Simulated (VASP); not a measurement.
# MgO (P6_3mc) in VASP: single point with LDA

Aim: the single point of MgO with LDA.

Everything below comes from runs of VASP 6.6.1. Logs are shortened: lines on timing, memory, paths and dates and some standing lists are left out, and cuts for length are marked.

### Step 1. The cell of the first run

Symmetry: P6_3mc, No. 186, hexagonal system. Conventional cell: a = 3.251 Å, b = 3.251 Å, c = 10.386 Å, α = 90.00°, β = 90.00°, γ = 120.00°. Within 2.6 Å of Mg (site symmetry 3m) lie 4 O at 1.97 to 1.98 Å. Mg (site symmetry 3m) has 4 O at 1.97 to 1.99 Å within 2.6 Å. O (site symmetry 3m) has 4 Mg at 1.97 Å within 2.6 Å. Within 2.6 Å of O (site symmetry 3m) lie 4 Mg at 1.98 to 1.99 Å.

### Step 2. Single point, LDA

Input file INCAR:

```
  ALGO = Normal
  EDIFF = 1E-6
  ENCUT = 520
  GGA = CA
  ISIF = 2
  ISMEAR = 0
  LASPH = True
  LCHARG = False
  LREAL = False
  LWAVE = False
  NBANDS = 26
  NELM = 100
  PREC = Accurate
  SIGMA = 0.01
```

Input file KPOINTS:

```
k-points
0
Gamma
  6 6 2
```

Input file POSCAR:

```
MgO
1.0
    3.2505940000      0.0000000000      0.0000000000
   -1.6252970000      2.8150970000      0.0000000000
    0.0000000000      0.0000000000     10.3863380000
Mg O
4 4
Direct
    0.3333333333      0.6666666667      0.9696620000
    0.0000000000      0.0000000000      0.2210020000
    0.0000000000      0.0000000000      0.7210020000
    0.6666666667      0.3333333333      0.4696620000
    0.3333333333      0.6666666667      0.7798400000
    0.0000000000      0.0000000000      0.5294930000
    0.0000000000      0.0000000000      0.0294930000
    0.6666666667      0.3333333333      0.2798400000
```

Potentials or basis: VASP PAW LDA potentials, release 64 (Mg, O).

The run is started by

```
> cat potpaw_LDA.64/Mg/POTCAR potpaw_LDA.64/O/POTCAR > POTCAR
> mpirun -np 1 vasp_std > vasp.out
```

OUTCAR:

```text
EDIFF = 1E-6
   ENCUT = 520
   GGA = CA
   ISIF = 2
   ISMEAR = 0
   LASPH = True
   LREAL = False
   NELM = 100
   PREC = Accurate

 ion  position               nearest neighbor table
   1  0.333  0.667  0.970-   5 1.97   7 1.98   7 1.98   7 1.98   3 3.19   3 3.19   3 3.19   2 3.22
                             2 3.22   2 3.22
   2  0.000  0.000  0.221-   8 1.97   8 1.97   8 1.97   7 1.99   4 3.19   4 3.19   4 3.19   1 3.22
                             1 3.22   1 3.22
   3  0.000  0.000  0.721-   5 1.97   5 1.97   5 1.97   6 1.99   1 3.19   1 3.19   1 3.19   4 3.22
                             4 3.22   4 3.22
   4  0.667  0.333  0.470-   8 1.97   6 1.98   6 1.98   6 1.98   2 3.19   2 3.19   2 3.19   3 3.22
                             3 3.22   3 3.22
   5  0.333  0.667  0.780-   1 1.97   3 1.97   3 1.97   3 1.97
   6  0.000  0.000  0.529-   4 1.98   4 1.98   4 1.98   3 1.99
   7  0.000  0.000  0.029-   1 1.98   1 1.98   1 1.98   2 1.99
   8  0.667  0.333  0.280-   4 1.97   2 1.97   2 1.97   2 1.97

  LATTYP: Found a hexagonal cell.
 ALAT       =     3.2505940000
 C/A-ratio  =     3.1952123212

  Lattice vectors:

 A1 = (   3.2505940000,   0.0000000000,   0.0000000000)
 A2 = (  -1.6252970000,   2.8150970000,   0.0000000000)
 A3 = (   0.0000000000,   0.0000000000,  10.3863380000)

Analysis of symmetry for initial positions (statically):
=====================================================================
 Subroutine PRICEL returns:
 Original cell was already a primitive cell.

 Routine SETGRP: Setting up the symmetry group for a
 hexagonal supercell.

 Subroutine GETGRP returns: Found 12 space group operations
 (whereof  6 operations were pure point group operations)
 out of a pool of 24 trial point group operations.

The static configuration has the point symmetry C_3v.
 The point group associated with its full space group is C_6v.

Analysis of symmetry for dynamics (positions and initial velocities):
=====================================================================
 Subroutine PRICEL returns:
 Original cell was already a primitive cell.

 Routine SETGRP: Setting up the symmetry group for a
 hexagonal supercell.

 Subroutine GETGRP returns: Found 12 space group operations
 (whereof  6 operations were pure point group operations)
 out of a pool of 24 trial point group operations.

The dynamic configuration has the point symmetry C_3v.
 The point group associated with its full space group is C_6v.

 Subroutine INISYM returns: Found 12 space group operations
 (whereof  6 operations are pure point group operations),
 and found     1 'primitive' translations

----------------------------------------------------------------------------------------

                                     Primitive cell

  volume of cell :      95.0427

  direct lattice vectors                    reciprocal lattice vectors
     3.250594000  0.000000000  0.000000000     0.307636081  0.177613773  0.000000000
    -1.625297000  2.815097000  0.000000000     0.000000000  0.355227546  0.000000000
     0.000000000  0.000000000 10.386338000     0.000000000  0.000000000  0.096280325

  length of vectors
     3.250594000  3.250594016 10.386338000     0.355227548  0.355227546  0.096280325

  position of ions in fractional coordinates (direct lattice)
     0.333333333  0.666666667  0.969662000
     0.000000000  0.000000000  0.221002000
     0.000000000  0.000000000  0.721002000
     0.666666667  0.333333333  0.469662000
     0.333333333  0.666666667  0.779840000
     0.000000000  0.000000000  0.529493000
     0.000000000  0.000000000  0.029493000
     0.666666667  0.333333333  0.279840000

  ion indices of the primitive-cell ions
   primitive index   ion index
                 1           1
                 2           2
                 3           3
                 4           4
                 5           5
                 6           6
                 7           7
                 8           8

----------------------------------------------------------------------------------------

 KPOINTS: k-points

Automatic generation of k-mesh.
 Grid dimensions read from file:
 generate k-points for:    6    6    2

 Generating k-lattice:

  Cartesian coordinates                     Fractional coordinates (reciprocal lattice)
     0.051272680  0.029602296  0.000000000     0.166666667 -0.000000000  0.000000000
     0.000000000  0.059204591  0.000000000     0.000000000  0.166666667  0.000000000
     0.000000000  0.000000000  0.048140163     0.000000000  0.000000000  0.500000000

  Length of vectors
     0.059204591  0.059204591  0.048140163

  Shift w.r.t. Gamma in fractional coordinates (k-lattice)
     0.000000000  0.000000000  0.000000000

 Subroutine IBZKPT returns following result:
 ===========================================

 Found     14 irreducible k-points:

 Following reciprocal coordinates:
            Coordinates               Weight
  0.000000  0.000000  0.000000      1.000000
  0.166667  0.000000  0.000000      6.000000
  0.333333  0.000000  0.000000      6.000000
  0.500000  0.000000  0.000000      3.000000
  0.166667  0.166667  0.000000      6.000000
  0.333333  0.166667  0.000000     12.000000
  0.333333  0.333333  0.000000      2.000000
  0.000000  0.000000  0.500000      1.000000
  0.166667  0.000000  0.500000      6.000000
  0.333333  0.000000  0.500000      6.000000
  0.500000  0.000000  0.500000      3.000000
  0.166667  0.166667  0.500000      6.000000
  0.333333  0.166667  0.500000     12.000000
  0.333333  0.333333  0.500000      2.000000
   k-points           NKPTS =     14   k-points in BZ     NKDIM =     14   number of bands    NBANDS=     26
   number of dos      NEDOS =    301   number of ions     NIONS =      8
   total plane-waves  NPLWV =  46080
   dimension x,y,z NGX =    24 NGY =   24 NGZ =   80
   dimension x,y,z NGXF=    48 NGYF=   48 NGZF=  160
   ions per type =               4   4
   NGX,Y,Z   is equivalent  to a cutoff of  12.27, 12.27, 12.80 a.u.
   NGXF,Y,Z  is equivalent  to a cutoff of  24.55, 24.55, 25.61 a.u.
 SYSTEM =  unknown system
   PREC   = accura    normal or accurate (medium, high low for compatibility)
   ISTART =      0    job   : 0-new  1-cont  2-samecut
   ICHARG =      2    charge: 1-file 2-atom 10-const
   ISPIN  =      1    spin polarized calculation?
   LNONCOLLINEAR =      F non collinear calculations
   LSORBIT =      F    spin-orbit coupling
   LASPH  =      T    aspherical Exc in radial PAW
   ENCUT  =  520.0 eV  38.22 Ry    6.18 a.u.   6.04  6.04 19.31*2*pi/ulx,y,z
   NELM   =    100;   NELMIN=  2; NELMDL= -5     # of ELM steps
   EDIFF  = 0.1E-05   stopping-criterion for ELM
   LREAL  =      F    real-space projection
   EDIFFG = 0.1E-04   stopping-criterion for IOM
   NSW    =      0    number of steps for IOM
   IBRION =     -1    ionic relax: 0-MD 1-quasi-New 2-CG
   NFREE  =      0    steps in history (QN), initial steepest desc. (CG)
   ISIF   =      2    stress and relaxation
   ISYM   =      2    0-nonsym 1-usesym 2-fastsym
   POTIM  = 0.5000    time-step for ionic-motion
   TEBEG  =    0.0;   TEEND  =   0.0 temperature during run
   PSTRESS=    0.0 pullay stress
   NELECT =      32.0000    total number of electrons
   NUPDOWN=      -1.0000    fix difference up-down
   EMIN   =  10.00;   EMAX   =-10.00  energy-range for DOS
   EFERMI =   0.00;   METHOD = LEGACY
   ISMEAR =     0;   SIGMA  =   0.01  broadening in eV -4-tet -1-fermi 0-gaus
   EFERMI_NEDOS =   21; number of points for ismear=-14 and -15
   IALGO  =     38    algorithm
   IMIX   =      4    mixing-type and parameters
     AMIX     =   0.40;   BMIX     =  1.00
     AMIX_MAG =   1.60;   BMIX_MAG =  1.00
  volume/ion in A,a.u.               =      11.88        80.17
  Fermi-wavevector in a.u.,A,eV,Ry     =   1.138899  2.152208 17.648001  1.297092
  Thomas-Fermi vector in A             =   2.275603
   LORBIT       =      0    0 simple, 1 ext, 2 COOP (PROOUT), +10 PAW based schemes
   GGA     = CA    functional components
   LHFCALC =     F    Hartree Fock is set to
   AEXX    =    0.0000 exact exchange contribution
   IVDW    =     0    specifies the selected vdW correction
   LEPSILON=     F    determine dielectric tensor
   LRPA    =     F    only Hartree local field effects (RPA)
 non-spin polarized calculation
 Gauss-broadening in eV      SIGMA  =   0.01
  energy-cutoff  :      520.00
  volume of cell :       95.04
 maximum number of plane-waves:      2592
   NGX = 13   NGY = 13   NGZ = 39

 number of electron      32.0000022 magnetization

 Free energy of the ion-electron system (eV)
  ---------------------------------------------------
  ext. energy  EPLUGINS =         0.00000000
  ---------------------------------------------------
  free energy    TOTEN  =       -52.31214954 eV

  energy without entropy =      -52.31214954  energy(sigma->0) =      -52.31214954

 E-fermi :   0.6546     XC(G=0): -10.2428

 val. band max:        0.5439325239   @ k =   0.0000   0.0000   0.0000
 cond. band min:       4.0479367847   @ k =   0.0000   0.0000   0.0000
 fundamental gap:      3.5040042608
 Fermi energy:         0.6545745961

 k-point     1 :       0.0000    0.0000    0.0000
  band No.  band energies     occupation
      1     -15.1629      2.00000
      2     -14.8131      2.00000
      3     -14.7984      2.00000
      4     -14.4156      2.00000
      5      -2.6272      2.00000
      6      -1.4158      2.00000
[... 18 lines left out ...]
     25      14.7576      0.00000
     26      15.5159      0.00000

 k-point     2 :       0.1667    0.0000    0.0000
  band No.  band energies     occupation
      1     -15.0170      2.00000
      2     -14.7042      2.00000
      3     -14.6904      2.00000
      4     -14.3544      2.00000
      5      -2.3411      2.00000
      6      -1.5478      2.00000
[... 18 lines left out ...]
     25      14.3299      0.00000
     26      14.4294      0.00000

 k-point     3 :       0.3333    0.0000    0.0000
  band No.  band energies     occupation
      1     -14.6833      2.00000
      2     -14.4758      2.00000
      3     -14.4648      2.00000
      4     -14.2535      2.00000
      5      -2.1843      2.00000
      6      -2.0411      2.00000
[... 18 lines left out ...]
     25      13.4702      0.00000
     26      13.9981      0.00000

 k-point     4 :       0.5000    0.0000    0.0000
  band No.  band energies     occupation
      1     -14.4645      2.00000
      2     -14.3563      2.00000
      3     -14.3493      2.00000
      4     -14.2413      2.00000
      5      -2.6053      2.00000
      6      -2.3677      2.00000
[... 18 lines left out ...]
     25      13.5875      0.00000
     26      14.0728      0.00000

 k-point     5 :       0.1667    0.1667    0.0000
  band No.  band energies     occupation
      1     -14.7755      2.00000
      2     -14.5347      2.00000
      3     -14.5228      2.00000
      4     -14.2735      2.00000
      5      -1.8666      2.00000
      6      -1.8339      2.00000
[... 18 lines left out ...]
     25      13.6794      0.00000
     26      13.8269      0.00000

 k-point     6 :       0.3333    0.1667    0.0000
  band No.  band energies     occupation
      1     -14.4764      2.00000
      2     -14.3575      2.00000
      3     -14.3495      2.00000
      4     -14.2348      2.00000
      5      -2.3001      2.00000
      6      -2.1103      2.00000
[... 137 lines left out ...]
 k-point    11 :       0.5000    0.0000    0.5000
  band No.  band energies     occupation
      1     -14.4318      2.00000
      2     -14.4318      2.00000
      3     -14.2739      2.00000
      4     -14.2739      2.00000
      5      -2.4501      2.00000
      6      -2.4501      2.00000
[... 18 lines left out ...]
     25      13.8802      0.00000
     26      13.8803      0.00000

 k-point    12 :       0.1667    0.1667    0.5000
  band No.  band energies     occupation
      1     -14.7041      2.00000
      2     -14.7041      2.00000
      3     -14.3491      2.00000
      4     -14.3491      2.00000
      5      -1.9026      2.00000
      6      -1.9026      2.00000
[... 18 lines left out ...]
     25      13.5655      0.00000
     26      13.5655      0.00000

 k-point    13 :       0.3333    0.1667    0.5000
  band No.  band energies     occupation
      1     -14.4401      2.00000
      2     -14.4401      2.00000
      3     -14.2691      2.00000
      4     -14.2691      2.00000
      5      -2.1713      2.00000
      6      -2.1713      2.00000
[... 18 lines left out ...]
     25      13.5751      0.00000
     26      13.5755      0.00000

 k-point    14 :       0.3333    0.3333    0.5000
  band No.  band energies     occupation
      1     -14.3015      2.00000
      2     -14.3015      2.00000
      3     -14.2925      2.00000
      4     -14.2925      2.00000
      5      -1.9017      2.00000
      6      -1.9017      2.00000
[... 18 lines left out ...]
     25      13.4197      0.00000
     26      13.4588      0.00000

------------------------ aborting loop because EDIFF is reached ----------------------------------------

  FORCE on cell =-STRESS in cart. coord.  units (eV):
  Direction    XX          YY          ZZ          XY          YZ          ZX
  --------------------------------------------------------------------------------------
  -------------------------------------------------------------------------------------
  Total       -3.0113393     -3.0113394     -2.7503907      0.0000000     -0.0000000      0.0000000
  in kB      -50.7635206    -50.7635212    -46.3645898      0.0000000     -0.0000000      0.0000000
  external PRESSURE =     -49.2972105 kB  Pullay stress =       0.0000000 kB

 VOLUME and BASIS-vectors are now :
 -----------------------------------------------------------------------------
  energy-cutoff  :      520.00
  volume of cell :       95.04
      direct lattice vectors                 reciprocal lattice vectors
     3.250594000  0.000000000  0.000000000     0.307636081  0.177613773  0.000000000
    -1.625297000  2.815097000  0.000000000     0.000000000  0.355227546  0.000000000
     0.000000000  0.000000000 10.386338000     0.000000000  0.000000000  0.096280325

 POSITION                                       TOTAL-FORCE (eV/Angst)
 -----------------------------------------------------------------------------------
     -0.00000      1.87673     10.07124        -0.000000     -0.000000     -0.012014
      0.00000      0.00000      2.29540        -0.000000      0.000000     -0.011967
      0.00000      0.00000      7.48857        -0.000000     -0.000000     -0.011967
      1.62530      0.93837      4.87807        -0.000000     -0.000000     -0.012014
     -0.00000      1.87673      8.09968         0.000000     -0.000000      0.012318
      0.00000      0.00000      5.49949         0.000000     -0.000000      0.011663
      0.00000      0.00000      0.30632        -0.000000      0.000000      0.011663
      1.62530      0.93837      2.90651         0.000000     -0.000000      0.012318
 -----------------------------------------------------------------------------------
    total drift:                               -0.000000     -0.000001     -0.000881

  FREE ENERGIE OF THE ION-ELECTRON SYSTEM (eV)
  ---------------------------------------------------
  free  energy   TOTEN  =       -52.3121495359 eV

  energy  without entropy=      -52.3121495359  energy(sigma->0) =      -52.31214954
```

It took 33 s on 1 thread of Intel Xeon 8259CL, shared host; peak memory 0.18 GiB.

What came out:

```yaml
Free_energy: -52.3121 eV
Pressure: -4.9 GPa
Largest_force: 0.012 eV/Å
Band_gap_on_the_k_mesh: 3.50 eV
```

Forces in eV/Å, atoms in the order of the input:
```
Mg   0.000  0.000 -0.012
Mg   0.000  0.000 -0.012
Mg   0.000  0.000 -0.012
Mg   0.000  0.000 -0.012
O    0.000  0.000  0.012
O    0.000  0.000  0.012
O    0.000  0.000  0.012
O    0.000  0.000  0.012
```

Caveat: the cell stands under tension.
